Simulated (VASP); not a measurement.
# Na3Sc in VASP: further runs, part 3 of 3

VASP 6.6.1.

## Step 4: Relaxation of cell and atoms, PBE

INCAR reads:

```
PREC = Accurate
ENCUT = 600
EDIFF = 1E-7
ISMEAR = 0
SIGMA = 0.1
LREAL = False
LASPH = True
NELM = 60
ALGO = Fast
ISIF = 3
LWAVE = False
LCHARG = False
GGA = PE
IBRION = 2
NSW = 90
EDIFFG = -0.04
```

KPOINTS reads:

```
Automatic mesh
0
Gamma
  4 4 4
```

POSCAR reads:

```
Na3Sc
1.0
    4.2849415585      0.0000000000      0.0000000000
    0.0000000000      4.2849415585      0.0000000000
    0.0000000000      0.0000000000      4.2408983399
Na Sc
3 1
Direct
    0.0000000000      0.5000000000      0.5000000000
    0.5000000000      0.0000000000      0.5000000000
    0.5000000000      0.5000000000      0.0000000000
    0.0000000000      0.0000000000      0.0000000000
```

Potentials or basis: VASP PAW PBE potentials, release 64 (Na_pv, Sc_sv).

On the command line:

```console
> cat potpaw_PBE.64/Na_pv/POTCAR potpaw_PBE.64/Sc_sv/POTCAR > POTCAR
> mpirun -np 1 vasp_std > vasp.out
```

OUTCAR:

```text
PREC = Accurate
   ENCUT = 600
   EDIFF = 1E-7
   ISMEAR = 0
   LREAL = False
   LASPH = True
   NELM = 60
   ISIF = 3
   GGA = PE
   IBRION = 2
   NSW = 90
   EDIFFG = -0.04

 ion  position               nearest neighbor table
   1  0.000  0.500  0.500-   4 3.01   4 3.01   4 3.01   4 3.01
   2  0.500  0.000  0.500-   4 3.01   4 3.01   4 3.01   4 3.01
   3  0.500  0.500  0.000-   4 3.03   4 3.03   4 3.03   4 3.03
   4  0.000  0.000  0.000-   1 3.01   2 3.01   1 3.01   2 3.01   1 3.01   1 3.01   2 3.01   2 3.01
                             3 3.03   3 3.03   3 3.03   3 3.03

  LATTYP: Found a simple tetragonal cell.
 ALAT       =     4.2849415585
 C/A-ratio  =     0.9897213957

  Lattice vectors:

 A1 = (   4.2849415585,   0.0000000000,   0.0000000000)
 A2 = (   0.0000000000,   4.2849415585,   0.0000000000)
 A3 = (   0.0000000000,   0.0000000000,   4.2408983399)

Analysis of symmetry for initial positions (statically):
[... 178 lines left out ...]
 cond. band min:       3.4704911834   @ k =   0.2500   0.2500   0.2500
 fundamental gap:      0.0863111319
 Fermi energy:         3.4558672740

 k-point     1 :       0.0000    0.0000    0.0000
  band No.  band energies     occupation
      1     -46.4896      2.00000
      2     -25.1649      2.00000
      3     -25.1649      2.00000
      4     -25.1551      2.00000
      5     -20.9614      2.00000
      6     -20.9584      2.00000
[... 516 lines left out ...]
--------------------------------------- Ionic step        4  -------------------------------------------

 number of electron      32.0000034 magnetization

 Free energy of the ion-electron system (eV)
  ---------------------------------------------------
  ext. energy  EPLUGINS =         0.00000000
  ---------------------------------------------------
  free energy    TOTEN  =        -8.41343479 eV

  energy without entropy =       -8.37631054  energy(sigma->0) =       -8.39487267

 E-fermi :   1.1816     XC(G=0):  -7.4983

 val. band max:        1.1614237834   @ k =   0.5000   0.0000   0.2500
 cond. band min:       1.2212886986   @ k =   0.2500   0.2500   0.5000
 fundamental gap:      0.0598649152
 Fermi energy:         1.1815669131

 k-point     1 :       0.0000    0.0000    0.0000
  band No.  band energies     occupation
      1     -49.6327      2.00000
      2     -28.2419      2.00000
      3     -28.2419      2.00000
      4     -28.2386      2.00000
      5     -23.1852      2.00000
      6     -23.1626      2.00000
[... 434 lines left out ...]
  FREE ENERGIE OF THE ION-ELECTRON SYSTEM (eV)
  ---------------------------------------------------
  free  energy   TOTEN  =        -8.4134347911 eV

  energy  without entropy=       -8.3763105398  energy(sigma->0) =       -8.39487267

 reached required accuracy - stopping structural energy minimisation
```

OSZICAR:

```text
N       E                     dE             d eps       ncg     rms          rms(c)
DAV:   1     0.366075622797E+03    0.36608E+03   -0.18094E+04   720   0.212E+03
DAV:   2     0.117904251965E+02   -0.35429E+03   -0.34979E+03   752   0.602E+02
DAV:   3    -0.663876723037E+01   -0.18429E+02   -0.17640E+02   952   0.163E+02
[... 113 lines left out ...]
RMM:  21    -0.841343518930E+01   -0.67102E-06   -0.53015E-06   617   0.609E-03    0.363E-03
RMM:  22    -0.841343451939E+01    0.66991E-06   -0.31844E-06   652   0.863E-03    0.218E-04
RMM:  23    -0.841343465664E+01   -0.13725E-06   -0.10762E-06   354   0.387E-03    0.391E-04
RMM:  24    -0.841343477145E+01   -0.11481E-06   -0.80695E-07   309   0.176E-03    0.668E-04
RMM:  25    -0.841343479114E+01   -0.19685E-07   -0.50898E-07   299   0.161E-03
   4 F= -.84134348E+01 E0= -.83948727E+01  d E =-.174945E+01
```

CONTCAR:

```text
Na3Sc
   1.00000000000000
     5.0190102419179361    0.0000000000000000   -0.0000000000000000
     0.0000000000000000    5.0190102419179361   -0.0000000000000000
     0.0000000000000000    0.0000000000000000    4.9687288752705321
  Na              Sc
     3     1
Direct
     0.0000000000000000    0.5000000000000000    0.5000000000000000
     0.5000000000000000    0.0000000000000000    0.5000000000000000
     0.5000000000000000    0.5000000000000000    0.0000000000000000
     0.0000000000000000    0.0000000000000000    0.0000000000000000

  0.00000000E+00  0.00000000E+00  0.00000000E+00
  0.00000000E+00  0.00000000E+00  0.00000000E+00
  0.00000000E+00  0.00000000E+00  0.00000000E+00
  0.00000000E+00  0.00000000E+00  0.00000000E+00
```

Wall time 8.7 min (1 thread of Oxide Virtual Turin-like, shared host); peak memory 0.19 GiB.

Results:

| Quantity | Value |
| --- | --- |
| Free energy | -8.4134 eV |
| Relaxed volume | 31.29 Å³/atom |
| Relaxed cell | a = 5.019 Å, b = 5.019 Å, c = 4.969 Å, α = 90.00°, β = 90.00°, γ = 90.00° |
| Space group after relaxing (to 0.1 Å) | Pm-3m (No. 221) |
| Energy gained by relaxing | 437.4 meV/atom |
| Ionic steps | 4 |
| Pressure after relaxing | 0.2 GPa |
| Band gap on the k mesh | zero (bands 16 and 17 overlap by 0.63 eV) |

The path:
```csv
step,energy change (eV),largest force (eV/Å),pressure (GPa),volume (Å³)
1,0.0000,0.0000,17.53,77.87
2,-1.5072,0.0000,4.08,104.43
3,-1.7217,0.0000,1.16,118.24
4,-1.7495,0.0000,0.17,125.16
```

Final structure:
```
Na Sc
1.0
     5.01901    0.00000    0.00000
     0.00000    5.01901    0.00000
     0.00000    0.00000    4.96873
Na Sc
3 1
Direct
  0.00000 0.50000 0.50000
  0.50000 0.00000 0.50000
  0.50000 0.50000 0.00000
  0.00000 0.00000 0.00000
```

Caveat: the k points lie up to 0.32 Å⁻¹ apart in the final cell, too coarse for converged energies and pressures of a metal; the volume moved by over 15 % at a fixed basis, so the end points are rough.

## Step 5: Single point, PBE

This run uses another cell than the first one, of 31.79 Å³/atom.

INCAR reads:

```
PREC = Accurate
ENCUT = 520
EDIFF = 1E-6
ISMEAR = 0
SIGMA = 0.1
LREAL = False
LASPH = True
NELM = 100
ALGO = Fast
ISIF = 2
LWAVE = False
LCHARG = False
GGA = PE
NBANDS = 24
```

KPOINTS reads:

```
regular mesh
0
Gamma
  10 10 10
```

POSCAR reads:

```
Na3Sc
1.0
    5.0283895670      0.0000000000      0.0000000000
    0.0000000000      5.0283895670      0.0000000000
    0.0000000000      0.0000000000      5.0283895670
Na Sc
3 1
Direct
    0.0000000000      0.5000000000      0.5000000000
    0.5000000000      0.0000000000      0.5000000000
    0.5000000000      0.5000000000      0.0000000000
    0.0000000000      0.0000000000      0.0000000000
```

On the command line:

```console
> cat potpaw_PBE.64/Na_pv/POTCAR potpaw_PBE.64/Sc_sv/POTCAR > POTCAR
> mpirun -np 1 vasp_std > vasp.out
```

Wall time 5.3 min (1 thread of Oxide Virtual Turin-like, shared host); peak memory 0.29 GiB.

The run converged. Its results:

| Quantity | Value |
| --- | --- |
| Free energy | -8.5133 eV |
| Pressure | 0.0 GPa |
| Band gap on the k mesh | zero (bands 16 and 17 overlap by 0.80 eV) |

Levels at points of the mesh, in eV from the Fermi level:
```
           k point  band 14  band 15  band 16  band 17  band 18  band 19
(0.00, 0.00, 0.00)    -3.82    -0.08    -0.08     0.77     0.77     0.77
(0.50, 0.00, 0.00)    -2.54    -2.00     0.08     0.44     0.44     0.81
(0.50, 0.50, 0.00)    -1.33    -0.96    -0.70    -0.70     0.54     0.54
(0.50, 0.50, 0.50)    -0.27    -0.27    -0.27     0.31     0.36     0.36
```

## Step 6: Single point, PBE

This run uses another cell than the first one, of 31.81 Å³/atom.

INCAR reads:

```
SYSTEM = Na3Sc
ALGO = Fast ; EDIFF = 1E-6
ENCUT = 520 ; GGA = PE
ISIF = 2 ; ISMEAR = 0
LASPH = .True. ; LCHARG = .False.
LREAL = .False. ; LWAVE = .False.
NBANDS = 24 ; NELM = 100
PREC = Accurate ; SIGMA = 0.1
```

KPOINTS reads:

```
k-points
0
Gamma
  10 10 10
  0 0 0
```

POSCAR reads:

```
Na3Sc
1.0
    5.0295913043      0.0000000000      0.0000000000
    0.0000000000      5.0295913043      0.0000000000
    0.0000000000      0.0000000000      5.0295913043
Na Sc
3 1
Direct
    0.0000000000      0.5000000000      0.5000000000
    0.5000000000      0.0000000000      0.5000000000
    0.5000000000      0.5000000000      0.0000000000
    0.0000000000      0.0000000000      0.0000000000
```

Potentials or basis: VASP PAW PBE potentials, release 64 (Na_pv, Sc_sv).

On the command line:

```console
> cat potpaw_PBE.64/Na_pv/POTCAR potpaw_PBE.64/Sc_sv/POTCAR > POTCAR
> mpirun -np 1 vasp_std > vasp.out
```

OUTCAR:

```text
SYSTEM = Na3Sc
   EDIFF = 1E-6
   ENCUT = 520
   GGA = PE
   ISIF = 2
   ISMEAR = 0
   LASPH = .True.
   LREAL = .False.
   NELM = 100
   PREC = Accurate

 ion  position               nearest neighbor table
   1  0.000  0.500  0.500-
   2  0.500  0.000  0.500-
   3  0.500  0.500  0.000-
   4  0.000  0.000  0.000-

  LATTYP: Found a simple cubic cell.
 ALAT       =     5.0295913043

  Lattice vectors:
[... 196 lines left out ...]
      3     -28.3968      2.00000
      4     -28.3968      2.00000
      5     -23.2131      2.00000
      6     -23.2131      2.00000
[... 637 lines left out ...]
     23       4.7217      0.00000
     24       5.9974      0.00000

 [... further k-points ...]
[... 5 lines left out ...]
  --------------------------------------------------------------------------------------
  -------------------------------------------------------------------------------------
  Total       -0.0058796     -0.0058796     -0.0058796      0.0000000      0.0000000     -0.0000000
  in kB       -0.0740384     -0.0740384     -0.0740384      0.0000000      0.0000000     -0.0000000
  external PRESSURE =      -0.0740384 kB  Pullay stress =       0.0000000 kB

 VOLUME and BASIS-vectors are now :
 -----------------------------------------------------------------------------
  energy-cutoff  :      520.00
  volume of cell :      127.23
      direct lattice vectors                 reciprocal lattice vectors
     5.029591304  0.000000000  0.000000000     0.198823312  0.000000000  0.000000000
     0.000000000  5.029591304  0.000000000     0.000000000  0.198823312  0.000000000
     0.000000000  0.000000000  5.029591304     0.000000000  0.000000000  0.198823312

 POSITION                                       TOTAL-FORCE (eV/Angst)
 -----------------------------------------------------------------------------------
      0.00000      2.51480      2.51480         0.000000      0.000000      0.000000
      2.51480      0.00000      2.51480         0.000000      0.000000      0.000000
      2.51480      2.51480      0.00000         0.000000      0.000000      0.000000
      0.00000      0.00000      0.00000         0.000000      0.000000      0.000000
 -----------------------------------------------------------------------------------
    total drift:                               -0.000000      0.000000     -0.000000

  FREE ENERGIE OF THE ION-ELECTRON SYSTEM (eV)
  ---------------------------------------------------
  free  energy   TOTEN  =        -8.5133443939 eV

  energy  without entropy=       -8.4822039106  energy(sigma->0) =       -8.49777415
```

Run time: 5.1 min. Hardware: 1 thread of Oxide Virtual Turin-like, shared host; peak memory 0.3 GiB.

Results:

```
Free energy            : -8.5133 eV
Pressure               : 0.0 GPa
Band gap on the k mesh : zero (bands 16 and 17 overlap by 0.81 eV)
```

## Step 7: Overview

```csv
task,cell,k mesh,cutoff (eV),gap on the mesh (eV),pressure (GPa)
single point,"a = 4.285, b = 4.285, c = 4.241 Å, 4 atoms",4 × 4 × 4,520,none,17.5
single point,"a = 5.043, b = 5.043, c = 4.999 Å, 4 atoms",4 × 4 × 4,520,none,0.0
relaxation of cell and atoms,"relaxed from a = 4.285, b = 4.285, c = 4.241 Å, 4 atoms",4 × 4 × 4,600,none,0.2
single point,"a = 5.028 Å, 4 atoms",10 × 10 × 10,520,none,0.0
single point,"a = 5.030 Å, 4 atoms",10 × 10 × 10,520,none,0.0
```

Alike in all rows: level PBE; potentials or basis VASP PAW PBE potentials, release 64 (Na_pv, Sc_sv); no spin polarisation; smearing gaussian 0.1 eV.

Caveats: some runs use coarse meshes; the volume moved by over 15 % at a fixed basis, so the end points are rough (at least some runs).

Absolute energies hang on the potentials; compare differences alone.

The gap in the log of VASP goes by the Fermi energy; the results here count the filled bands.